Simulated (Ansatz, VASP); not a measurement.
**La2O3 in VASP and in Ansatz**

```xyz
5
Lattice="6.3897 0.0000 0.0000 -3.1948 5.5336 0.0000 0.0000 0.0000 3.3645" Properties=species:S:1:pos:R:3 pbc="T T T"
La    3.1948    1.8445    1.6822
La    0.0000    3.6891    1.6822
O     3.2461    0.0000    0.0000
O    -1.6230    2.8112    0.0000
O     1.5718    2.7225    0.0000
```

Change from the starting cell: volume scaled by 1.06.

Alike in both runs: task single point; functional PBE; k mesh 5 × 5 × 8; occupations fermi-dirac, width 0.05 eV; no spin polarisation.

|  | VASP | Ansatz |
| --- | --- | --- |
| version | VASP 6.6.1 | Ansatz 0.2.0 |
| potentials or method | VASP PAW PBE potentials, release 64 (La, O), cutoff 520 eV | all-electron LAPW, scalar-relativistic |

VASP gave:

```
gap on the k mesh at the Fermi level (eV)                     : 1.81
least direct gap on the mesh (eV)                             : 2.15
pressure (GPa)                                                : -3.3
traceless stress, the component that is largest in VASP (GPa) : -3.33
rms of the force components (eV/Å)                            : 0.033
```

**Question.** Estimate Ansatz's values.

**Answer.** gap on the k mesh at the Fermi level (eV): 1.80; least direct gap on the mesh (eV): 2.15; pressure (GPa): -3.1; traceless stress, the component that is largest in VASP (GPa): -3.28; rms of the force components (eV/Å): 0.033.

Atom by atom the forces differ by 0.000 eV/Å (rms over components). Ansatz ran all-electron here, and VASP with PAW potentials.

Spin-orbit coupling is off throughout.
